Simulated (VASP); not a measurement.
# SrDy3Ru (Pm-3m) in VASP: single point with PBE

Aim: the single point of SrDy3Ru with PBE.

All numbers are computed with VASP 6.6.1; they aren't measurements. Logs are shortened: lines on timing, memory, paths and dates and some standing lists are left out, and cuts for length are marked.

## 1. The cell of the first run

The structure is cubic, space group Pm-3m (No. 221). Conventional cell: a = 5.345 Å, b = 5.345 Å, c = 5.345 Å, α = 90.00°, β = 90.00°, γ = 90.00°. Within 3.5 Å of Sr (site symmetry m-3m) lie 6 Dy at 2.67 Å. Dy (site symmetry 4/mmm) has 2 Sr at 2.67 Å within 3.5 Å. Within 5.0 Å of Ru (site symmetry m-3m) lie 12 Dy at 3.78 Å and 8 Sr at 4.63 Å.

The cell was generated, and may not be a known phase.

## 2. Single point, PBE, collinear spin, ferromagnetic start

The input, INCAR:

```
ALGO = Normal
EDIFF = 1E-6
ENCUT = 500
GGA = PE
GGA_COMPAT = F
ISIF = 2
ISMEAR = 0
ISPIN = 2
LASPH = T
LCHARG = F
LMAXMIX = 6
LORBIT = 11
LREAL = F
LWAVE = F
MAGMOM = 0 0 0 0 1.68
NBANDS = 38
NELM = 200
PREC = Accurate
SIGMA = 0.1
```

The input, KPOINTS:

```
k-points
0
Gamma
  8 8 8
```

The input, POSCAR:

```
SrDy3Ru
1.0
    5.3449102486      0.0000000000      0.0000000000
    0.0000000000      5.3449102486      0.0000000000
    0.0000000000      0.0000000000      5.3449102486
Sr Dy Ru
1 3 1
Direct
    0.5000000000      0.5000000000      0.5000000000
    0.0000000000      0.5000000000      0.5000000000
    0.5000000000      0.5000000000      0.0000000000
    0.5000000000      0.0000000000      0.5000000000
    0.0000000000      0.0000000000      0.0000000000
```

Potentials or basis: VASP PAW PBE potentials, release 64 (Sr_sv, Dy_3, Ru_pv), 4f in core.

Started as:

```sh
cat potpaw_PBE.64/Sr_sv/POTCAR potpaw_PBE.64/Dy_3/POTCAR potpaw_PBE.64/Ru_pv/POTCAR > POTCAR
mpirun -np 1 vasp_std > vasp.out
```

OUTCAR:

```text
EDIFF = 1E-6
   ENCUT = 500
   GGA = PE
   ISIF = 2
   ISMEAR = 0
   ISPIN = 2
   LASPH = T
   LORBIT = 11
   LREAL = F
   NELM = 200
   PREC = Accurate

 ion  position               nearest neighbor table
   1  0.500  0.500  0.500-   2 2.67   3 2.67   4 2.67   3 2.67   4 2.67   2 2.67
   2  0.000  0.500  0.500-   1 2.67   1 2.67   4 3.78   3 3.78   4 3.78   3 3.78   3 3.78   4 3.78
                             3 3.78   4 3.78
   3  0.500  0.500  0.000-   1 2.67   1 2.67   4 3.78   2 3.78   2 3.78   4 3.78   4 3.78   4 3.78
                             2 3.78   2 3.78
   4  0.500  0.000  0.500-   1 2.67   1 2.67   3 3.78   3 3.78   2 3.78   2 3.78   3 3.78   3 3.78
                             2 3.78   2 3.78
   5  0.000  0.000  0.000-

  LATTYP: Found a simple cubic cell.
 ALAT       =     5.3449102486

  Lattice vectors:

 A1 = (   5.3449102486,   0.0000000000,   0.0000000000)
 A2 = (   0.0000000000,   5.3449102486,   0.0000000000)
 A3 = (   0.0000000000,   0.0000000000,   5.3449102486)

Analysis of symmetry for initial positions (statically):
=====================================================================
 Subroutine PRICEL returns:
 Original cell was already a primitive cell.

 Routine SETGRP: Setting up the symmetry group for a
 simple cubic supercell.

 Subroutine GETGRP returns: Found 48 space group operations
 (whereof 48 operations were pure point group operations)
 out of a pool of 48 trial point group operations.

The static configuration has the point symmetry O_h .

Analysis of symmetry for dynamics (positions and initial velocities):
=====================================================================
 Subroutine PRICEL returns:
 Original cell was already a primitive cell.

 Routine SETGRP: Setting up the symmetry group for a
 simple cubic supercell.

 Subroutine GETGRP returns: Found 48 space group operations
 (whereof 48 operations were pure point group operations)
 out of a pool of 48 trial point group operations.

The dynamic configuration has the point symmetry O_h .

Analysis of structural, dynamic, and magnetic symmetry:
=====================================================================
 Subroutine PRICEL returns:
 Original cell was already a primitive cell.

 Routine SETGRP: Setting up the symmetry group for a
 simple cubic supercell.

 Subroutine GETGRP returns: Found 48 space group operations
 (whereof 48 operations were pure point group operations)
 out of a pool of 48 trial point group operations.

The overall configuration has the point symmetry O_h .

 Subroutine INISYM returns: Found 48 space group operations
 (whereof 48 operations are pure point group operations),
 and found     1 'primitive' translations

----------------------------------------------------------------------------------------

                                     Primitive cell

  volume of cell :     152.6937

  direct lattice vectors                    reciprocal lattice vectors
     5.344910249  0.000000000  0.000000000     0.187093881  0.000000000  0.000000000
     0.000000000  5.344910249  0.000000000     0.000000000  0.187093881  0.000000000
     0.000000000  0.000000000  5.344910249     0.000000000  0.000000000  0.187093881

  length of vectors
     5.344910249  5.344910249  5.344910249     0.187093881  0.187093881  0.187093881

  position of ions in fractional coordinates (direct lattice)
     0.500000000  0.500000000  0.500000000
     0.000000000  0.500000000  0.500000000
     0.500000000  0.500000000  0.000000000
     0.500000000  0.000000000  0.500000000
     0.000000000  0.000000000  0.000000000

  ion indices of the primitive-cell ions
   primitive index   ion index
                 1           1
                 2           2
                 3           3
                 4           4
                 5           5

----------------------------------------------------------------------------------------

 KPOINTS: k-points

Automatic generation of k-mesh.
 Grid dimensions read from file:
[... 23 lines left out ...]
  0.125000  0.000000  0.000000      6.000000
  0.250000  0.000000  0.000000      6.000000
  0.375000  0.000000  0.000000      6.000000
  0.500000  0.000000  0.000000      3.000000
  0.125000  0.125000  0.000000     12.000000
[... 16 lines left out ...]
  0.375000  0.375000  0.125000     24.000000
  0.500000  0.375000  0.125000     24.000000
 [... further k-points ...]
   k-points           NKPTS =     35   k-points in BZ     NKDIM =     35   number of bands    NBANDS=     38
   number of dos      NEDOS =    301   number of ions     NIONS =      5
   total plane-waves  NPLWV =  64000
   dimension x,y,z NGX =    40 NGY =   40 NGZ =   40
   dimension x,y,z NGXF=    80 NGYF=   80 NGZF=   80
   ions per type =               1   3   1
   NGX,Y,Z   is equivalent  to a cutoff of  12.44, 12.44, 12.44 a.u.
   NGXF,Y,Z  is equivalent  to a cutoff of  24.88, 24.88, 24.88 a.u.
 SYSTEM =  unknown system
   PREC   = accura    normal or accurate (medium, high low for compatibility)
   ISTART =      0    job   : 0-new  1-cont  2-samecut
   ICHARG =      2    charge: 1-file 2-atom 10-const
   ISPIN  =      2    spin polarized calculation?
   LNONCOLLINEAR =      F non collinear calculations
   LSORBIT =      F    spin-orbit coupling
   LASPH  =      T    aspherical Exc in radial PAW
   ENCUT  =  500.0 eV  36.75 Ry    6.06 a.u.   9.75  9.75  9.75*2*pi/ulx,y,z
   NELM   =    200;   NELMIN=  2; NELMDL= -5     # of ELM steps
   EDIFF  = 0.1E-05   stopping-criterion for ELM
   LREAL  =      F    real-space projection
   EDIFFG = 0.1E-04   stopping-criterion for IOM
   NSW    =      0    number of steps for IOM
   IBRION =     -1    ionic relax: 0-MD 1-quasi-New 2-CG
   NFREE  =      0    steps in history (QN), initial steepest desc. (CG)
   ISIF   =      2    stress and relaxation
   ISYM   =      2    0-nonsym 1-usesym 2-fastsym
   POTIM  = 0.5000    time-step for ionic-motion
   TEBEG  =    0.0;   TEEND  =   0.0 temperature during run
   PSTRESS=    0.0 pullay stress
   NELECT =      51.0000    total number of electrons
   NUPDOWN=      -1.0000    fix difference up-down
   EMIN   =  10.00;   EMAX   =-10.00  energy-range for DOS
   EFERMI =   0.00;   METHOD = LEGACY
   ISMEAR =     0;   SIGMA  =   0.10  broadening in eV -4-tet -1-fermi 0-gaus
   EFERMI_NEDOS =   21; number of points for ismear=-14 and -15
   IALGO  =     38    algorithm
   IMIX   =      4    mixing-type and parameters
     AMIX     =   0.40;   BMIX     =  1.00
     AMIX_MAG =   1.60;   BMIX_MAG =  1.00
  volume/ion in A,a.u.               =      30.54       206.09
  Fermi-wavevector in a.u.,A,eV,Ry     =   1.135859  2.146463 17.553910  1.290176
  Thomas-Fermi vector in A             =   2.272564
   LORBIT       =     11    0 simple, 1 ext, 2 COOP (PROOUT), +10 PAW based schemes
   GGA     = PE    functional components
   LHFCALC =     F    Hartree Fock is set to
   AEXX    =    0.0000 exact exchange contribution
   IVDW    =     0    specifies the selected vdW correction
   LEPSILON=     F    determine dielectric tensor
   LRPA    =     F    only Hartree local field effects (RPA)
 spin polarized calculation
 Gauss-broadening in eV      SIGMA  =   0.10
  energy-cutoff  :      500.00
  volume of cell :      152.69
 maximum number of plane-waves:      3912
 NGX is ok and might be reduce to    40
   NGX = 19   NGY = 19   NGZ = 19

 number of electron      51.0000003 magnetization       2.3904445

 Free energy of the ion-electron system (eV)
  ---------------------------------------------------
  ext. energy  EPLUGINS =         0.00000000
  ---------------------------------------------------
  free energy    TOTEN  =       -15.32193920 eV

  energy without entropy =      -15.28816860  energy(sigma->0) =      -15.30505390

 E-fermi :   3.0660     XC(G=0):  -9.6781

 val. band max:        3.0597526402   @ k =   0.2500   0.2500   0.2500
 cond. band min:       3.0665880771   @ k =   0.3750   0.2500   0.1250
 fundamental gap:      0.0068354369
 Fermi energy:         3.0659584363

 spin component 1

 k-point     1 :       0.0000    0.0000    0.0000
  band No.  band energies     occupation
      1     -39.4426      1.00000
      2     -39.4426      1.00000
      3     -39.4426      1.00000
      4     -32.3297      1.00000
      5     -21.4279      1.00000
      6     -21.4279      1.00000
[... 949 lines left out ...]
     36       6.6249      0.00000
     37       6.6439      0.00000

 [... further k-points ...]

 spin component 2

 k-point     1 :       0.0000    0.0000    0.0000
  band No.  band energies     occupation
      1     -38.1063      1.00000
      2     -38.1063      1.00000
      3     -38.1063      1.00000
      4     -32.1797      1.00000
      5     -21.2846      1.00000
      6     -21.2846      1.00000
[... 949 lines left out ...]
     36       6.6894      0.00000
     37       6.8113      0.00000

 [... further k-points ...]

 [bands above 37 left out]

------------------------ aborting loop because EDIFF is reached ----------------------------------------

  FORCE on cell =-STRESS in cart. coord.  units (eV):
  Direction    XX          YY          ZZ          XY          YZ          ZX
  --------------------------------------------------------------------------------------
  -------------------------------------------------------------------------------------
  Total        0.5760271      0.5760271      0.5760271     -0.0000000      0.0000000     -0.0000000
  in kB        6.0441081      6.0441081      6.0441081     -0.0000000      0.0000000     -0.0000000
  external PRESSURE =       6.0441081 kB  Pullay stress =       0.0000000 kB

 VOLUME and BASIS-vectors are now :
 -----------------------------------------------------------------------------
  energy-cutoff  :      500.00
  volume of cell :      152.69
      direct lattice vectors                 reciprocal lattice vectors
     5.344910249  0.000000000  0.000000000     0.187093881  0.000000000  0.000000000
     0.000000000  5.344910249  0.000000000     0.000000000  0.187093881  0.000000000
     0.000000000  0.000000000  5.344910249     0.000000000  0.000000000  0.187093881

 POSITION                                       TOTAL-FORCE (eV/Angst)
 -----------------------------------------------------------------------------------
      2.67246      2.67246      2.67246         0.000000      0.000000      0.000000
      0.00000      2.67246      2.67246         0.000000      0.000000      0.000000
      2.67246      2.67246      0.00000         0.000000      0.000000      0.000000
      2.67246      0.00000      2.67246         0.000000      0.000000      0.000000
      0.00000      0.00000      0.00000         0.000000      0.000000      0.000000
 -----------------------------------------------------------------------------------
    total drift:                               -0.000000     -0.000000     -0.000000

  FREE ENERGIE OF THE ION-ELECTRON SYSTEM (eV)
  ---------------------------------------------------
  free  energy   TOTEN  =       -15.3219391997 eV

  energy  without entropy=      -15.2881686025  energy(sigma->0) =      -15.30505390

 total charge

# of ion       s       p       d       tot
------------------------------------------
    1        2.046   5.709   1.106   8.861
    2        0.382   6.355   1.220   7.957
    3        0.382   6.355   1.220   7.957
    4        0.382   6.355   1.220   7.957
    5        0.248   6.033   5.881  12.163
--------------------------------------------------
tot          3.440  30.807  10.648  44.895

 magnetization (x)

# of ion       s       p       d       tot
------------------------------------------
    1        0.023   0.007   0.239   0.269
    2        0.021  -0.015   0.094   0.101
    3        0.021  -0.015   0.094   0.101
    4        0.021  -0.015   0.094   0.101
    5        0.025   0.007   1.761   1.793
--------------------------------------------------
tot          0.110  -0.030   2.283   2.363
```

Wall time 14 min (1 thread of Intel Xeon Platinum 8488C (Sapphire Rapids), shared host); peak memory 0.49 GiB.

Results:

| Property | Result |
| --- | --- |
| Free energy | -15.3219 eV |
| Pressure | 0.6 GPa |
| Net moment | 2.39 μB per cell |
| Site moments | Sr +0.27; Dy +0.10; Ru +1.79 μB |
| Valence electrons inside the program's atomic spheres | Sr 8.86; Dy 7.96; Ru 12.16 |

Caveat: the magnetic or orbital state may not be the lowest; spin-orbit coupling is left out, which moves the levels of the heavy elements; the 4f electrons are frozen in the core, so they carry no moment and show no levels. The state reached can hang on the start; a lower one may exist.
